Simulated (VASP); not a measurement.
# H16CO10 in VASP: a series of runs, part 3 of 3

VASP 6.6.1. Earlier steps stand in the parts before.

## Step 7: Single point, PBE+D3(BJ)

This run uses another cell than the first one, of 11.24 Å³/atom, 1.064 times its volume.

File INCAR:

```
PREC     = Accurate       # precision mode
ENCUT    = 520            # plane-wave cutoff, eV
EDIFF    = 1E-7           # SCF threshold, eV
ISMEAR   = -1             # smearing method
SIGMA    = 0.05           # smearing width, eV
LREAL    = Auto         
LASPH    = T              # aspherical terms in the spheres
NELM     = 80             # most SCF steps
ALGO     = Normal         # electronic algorithm
ISIF     = 2              # what is computed and relaxed
LWAVE    = F              # write WAVECAR
LCHARG   = T              # write CHGCAR
GGA      = PE             # functional
IVDW     = 12             # dispersion correction
LELF     = T              # ELF
LVHAR    = T            
NBANDS   = 59             # bands
```

File KPOINTS:

```
Automatic mesh
0
Gamma
  1 1 1
```

File POSCAR:

```
H16CO10
1.0
    6.7203130000      0.0000000000      0.0000000000
    0.0000000000      6.7203130000      0.0000000000
    0.0000000000      0.0000000000      6.7203130000
O H C
10 16 1
Direct
   -0.0562771407      0.7617204734      0.0780320798
    0.3718427996      0.0994745334      0.4852452557
    0.3697595633      0.7652322146      0.9587499868
    0.7997246557      1.0098190367      0.7979836653
    0.0630625389      0.8276995432      0.4965542528
    0.6052247864      0.7827760403      0.3406686564
    0.0863203842      0.4675079866      0.6280213436
    0.5500636652      0.4694573006      0.6372024636
    0.9741510552      0.1793368851      0.2661780783
    0.6555349431      0.2632913080      0.1641739008
   -0.1754977782      0.7471675798      0.1618525804
   -0.1118697894      0.8704802886     -0.0137195991
    0.2395721747      0.0225435928      0.5109434635
    0.4673591840      0.0235703307      0.3991183149
    0.2296916825      0.7473461430      0.9681543107
    0.4112308459      0.6674242703      0.8521329289
    0.8689773825      0.9310131835      0.6832568662
    0.6630792346      1.0105779299      0.7405012237
    0.0753833936      0.8259287923      0.3530192716
    0.1117805078      0.7021250350      0.5393647588
    0.5080715735      0.7346532818      0.2438279288
    0.6062515243      0.6648499854      0.4302478173
    0.1578051498      0.3514568443      0.6089894920
    0.0437926031      0.4630290286      0.7660357486
    0.6573800952      0.4091922504      0.7083449833
    0.4714810158      0.3628104822      0.5552568757
    0.8113163777      0.2247960772      0.2286947051
```

Potentials or basis: VASP PAW PBE potentials, release 64 (O, H, C).

Launch:

```console
$ cat potpaw_PBE.64/O/POTCAR potpaw_PBE.64/H/POTCAR potpaw_PBE.64/C/POTCAR > POTCAR
$ mpirun -np 1 vasp_gam > vasp.out
```

OUTCAR:

```text
PREC = Accurate
   ENCUT = 520
   EDIFF = 1E-7
   ISMEAR = -1
   LREAL = Auto
   LASPH = T
   NELM = 80
   ISIF = 2
   GGA = PE
   IVDW = 12
 IVDW          = 12

 ion  position               nearest neighbor table
   1  0.944  0.762  0.078-  11 0.98  12 1.03
   2  0.372  0.099  0.485-  14 1.00  13 1.04
   3  0.370  0.765  0.959-  15 0.95  16 1.01
   4  0.800  0.010  0.798-  18 1.00  17 1.04
   5  0.063  0.828  0.497-  20 0.95  19 0.97
   6  0.605  0.783  0.341-  21 0.98  22 1.00
   7  0.086  0.468  0.628-  23 0.92  24 0.97
   8  0.550  0.469  0.637-  25 0.96  26 1.05
   9  0.974  0.179  0.266-  27 1.16
  10  0.656  0.263  0.164-  27 1.16
  11  0.825  0.747  0.162-   1 0.98
  12  0.888  0.870  0.986-   1 1.03
  13  0.240  0.023  0.511-   2 1.04
  14  0.467  0.024  0.399-   2 1.00
[... 10 lines left out ...]
  25  0.657  0.409  0.708-   8 0.96
  26  0.471  0.363  0.555-   8 1.05
  27  0.811  0.225  0.229-  10 1.16   9 1.16

  LATTYP: Found a simple cubic cell.
 ALAT       =     6.7203130000

  Lattice vectors:

 A1 = (   6.7203130000,   0.0000000000,   0.0000000000)
 A2 = (   0.0000000000,   6.7203130000,   0.0000000000)
 A3 = (   0.0000000000,   0.0000000000,   6.7203130000)

Analysis of symmetry for initial positions (statically):
=====================================================================
 Subroutine PRICEL returns:
 Original cell was already a primitive cell.

 Routine SETGRP: Setting up the symmetry group for a
 simple cubic supercell.

 Subroutine GETGRP returns: Found  1 space group operations
 (whereof  1 operations were pure point group operations)
 out of a pool of 48 trial point group operations.

The static configuration has the point symmetry C_1 .

Analysis of symmetry for dynamics (positions and initial velocities):
=====================================================================
[... 158 lines left out ...]
  Fermi-wavevector in a.u.,A,eV,Ry     =   1.049660  1.983570 14.990711  1.101786
  Thomas-Fermi vector in A             =   2.184632
   LORBIT       =      0    0 simple, 1 ext, 2 COOP (PROOUT), +10 PAW based schemes
   GGA     = PE    functional components
   LHFCALC =     F    Hartree Fock is set to
   AEXX    =    0.0000 exact exchange contribution
   IVDW    =    12    specifies the selected vdW correction
   LEPSILON=     F    determine dielectric tensor
   LRPA    =     F    only Hartree local field effects (RPA)
 non-spin polarized calculation
  energy-cutoff  :      520.00
  volume of cell :      303.51
 maximum number of plane-waves:      4109
 NGX is ok and might be reduce to    50

 number of electron      79.9999996 magnetization

 Free energy of the ion-electron system (eV)
  ---------------------------------------------------
  ext. energy  EPLUGINS =         0.00000000
  ---------------------------------------------------
  free energy    TOTEN  =      -139.01730518 eV

  energy without entropy =     -139.01730518  energy(sigma->0) =     -139.01730518

 E-fermi :  -2.2476     XC(G=0):  -6.7282

 val. band max:       -3.5551543381   @ k =   0.0000   0.0000   0.0000
 cond. band min:       0.8285861170   @ k =   0.0000   0.0000   0.0000
 fundamental gap:      4.3837404551
 Fermi energy:        -2.2476096752

 k-point     1 :       0.0000    0.0000    0.0000
  band No.  band energies     occupation
      1     -25.8835      2.00000
      2     -24.8296      2.00000
      3     -23.0689      2.00000
      4     -22.3889      2.00000
      5     -22.2710      2.00000
      6     -22.0092      2.00000
[... 44 lines left out ...]
     51       6.3273      0.00000
     52       6.4947      0.00000
 [bands above 52 left out]

------------------------ aborting loop because EDIFF is reached ----------------------------------------

 Edisp (eV)   -0.95267

 E8    (eV) :    -0.2026

  FORCE on cell =-STRESS in cart. coord.  units (eV):
  Direction    XX          YY          ZZ          XY          YZ          ZX
  --------------------------------------------------------------------------------------
  -------------------------------------------------------------------------------------
  Total       1.54660    -0.02852    -3.65521    -2.96328    -3.64641     1.81368
  in kB       8.16434    -0.15054   -19.29542   -15.64283   -19.24899     9.57420
  external pressure =       -3.76 kB  Pullay stress =        0.00 kB

 VOLUME and BASIS-vectors are now :
 -----------------------------------------------------------------------------
  energy-cutoff  :      520.00
  volume of cell :      303.51
      direct lattice vectors                 reciprocal lattice vectors
     6.720313000  0.000000000  0.000000000     0.148802593  0.000000000  0.000000000
     0.000000000  6.720313000  0.000000000     0.000000000  0.148802593  0.000000000
     0.000000000  0.000000000  6.720313000     0.000000000  0.000000000  0.148802593

 POSITION                                       TOTAL-FORCE (eV/Angst)
 -----------------------------------------------------------------------------------
      6.34211      5.11900      0.52440        -0.592432      0.871608     -0.704269
      2.49890      0.66850      3.26100        -0.660913      0.090557      0.365801
      2.48490      5.14260      6.44310         1.731560     -0.932959     -1.051979
      5.37440      0.06599      5.36270         0.085950     -1.034071     -2.552113
      0.42380      5.56240      3.33700        -0.318044      2.098102      0.021740
      4.06730      5.26050      2.28940        -0.036955     -0.959181     -0.022184
[... 19 lines left out ...]
      3.16850      2.43820      3.73150         1.418614      0.788114      1.486896
      5.45230      1.51070      1.53690         0.583125     -0.310339     -0.932821
 -----------------------------------------------------------------------------------
    total drift:                               -0.008177     -0.008629     -0.003555

  FREE ENERGIE OF THE ION-ELECTRON SYSTEM (eV)
  ---------------------------------------------------
  free  energy   TOTEN  =      -139.9699780203 eV

  energy  without entropy=     -139.9699780203  energy(sigma->0) =     -139.96997802
```

OSZICAR:

```text
N       E                     dE             d eps       ncg     rms          rms(c)
DAV:   1     0.612814479375E+03    0.61281E+03   -0.44650E+04   126   0.126E+03
DAV:   2    -0.929768933845E+02   -0.70579E+03   -0.67740E+03   148   0.304E+02
DAV:   3    -0.151933355979E+03   -0.58956E+02   -0.58537E+02   148   0.933E+01
DAV:   4    -0.152822517993E+03   -0.88916E+00   -0.88689E+00   148   0.129E+01
DAV:   5    -0.152836402590E+03   -0.13885E-01   -0.13879E-01   148   0.153E+00    0.232E+01
DAV:   6    -0.139503507905E+03    0.13333E+02   -0.43839E+01   140   0.273E+01    0.917E+00
DAV:   7    -0.139202765203E+03    0.30074E+00   -0.16250E+00   140   0.526E+00    0.567E+00
DAV:   8    -0.139018465128E+03    0.18430E+00   -0.45424E-01   148   0.326E+00    0.751E-01
DAV:   9    -0.139014313196E+03    0.41519E-02   -0.40328E-02   156   0.100E+00    0.347E-01
DAV:  10    -0.139017247107E+03   -0.29339E-02   -0.13771E-02   148   0.572E-01    0.147E-01
DAV:  11    -0.139017420870E+03   -0.17376E-03   -0.13369E-03   140   0.214E-01    0.716E-02
DAV:  12    -0.139017364998E+03    0.55872E-04   -0.59135E-04   132   0.144E-01    0.324E-02
DAV:  13    -0.139017313320E+03    0.51678E-04   -0.10564E-04   148   0.613E-02    0.122E-02
DAV:  14    -0.139017306340E+03    0.69807E-05   -0.23790E-05   124   0.232E-02    0.836E-03
DAV:  15    -0.139017305087E+03    0.12525E-05   -0.75495E-06   132   0.186E-02    0.323E-03
DAV:  16    -0.139017305113E+03   -0.25587E-07   -0.18991E-06   140   0.768E-03    0.182E-03
DAV:  17    -0.139017305182E+03   -0.69237E-07   -0.50810E-07   140   0.354E-03
   1 F= -.13996998E+03 E0= -.13996998E+03  d E =-.150447E-10
```

Run time: 46 s. Hardware: 1 thread of Intel Xeon Platinum 8488C (Sapphire Rapids), shared host; peak memory 0.32 GiB.

What came out:

```
Free energy                : -139.9700 eV
Pressure                   : -0.4 GPa
Largest force              : 2.906 eV/Å
Band gap on the k mesh     : 4.38 eV
Dispersion energy per atom : -0.035 eV
```

Forces on the atoms (eV/Å):
```
O   -0.592  0.872 -0.704
O   -0.661  0.091  0.366
O    1.732 -0.933 -1.052
O    0.086 -1.034 -2.552
O   -0.318  2.098  0.022
O   -0.037 -0.959 -0.022
O   -1.516  1.905  0.719
O   -1.842 -0.209 -1.738
O    1.051 -0.043  0.863
O   -1.630  0.616 -0.033
H    0.076 -0.286  0.422
H    0.590 -0.870  0.362
H    1.984  0.188 -0.651
H   -1.186 -0.039  0.763
H   -1.422 -0.068  0.319
H   -0.225  0.818  0.910
H   -0.337  1.110  1.361
H    0.337  0.081  0.778
H   -0.462  0.057 -0.738
H    0.425 -1.679  0.676
H   -0.250  0.413 -0.795
H    0.246  0.472  0.446
H    1.517 -2.409 -0.583
H   -0.027  0.109  0.138
H    0.459 -0.777  0.169
H    1.419  0.788  1.487
C    0.583 -0.310 -0.933
```

Caveat: the k points lie up to 0.93 Å⁻¹ apart.

## Step 8: Summary

```tsv
cell	gap on the mesh (eV)	pressure (GPa)	largest force (eV/Å)
a = 6.583 Å, 27 atoms	4.78	-0.7	2.30
a = 6.739 Å, 27 atoms	4.44	1.4	4.69
a = 6.747 Å, 27 atoms	4.32	-1.1	3.98
a = 6.720 Å, 27 atoms	4.38	-0.4	2.91
```

Some of these runs hold the atoms at other places in the same cell, which the table doesn't show; runs alike in all that it shows share one row.

Alike in all rows: task single point; level PBE+D3(BJ); potentials or basis VASP PAW PBE potentials, release 64 (O, H, C); no spin polarisation; k mesh 1 × 1 × 1; cutoff (eV) 520; smearing fermi-dirac 0.05 eV.

Caveats: all runs use coarse meshes.

Absolute energies hang on the potentials; compare differences alone.
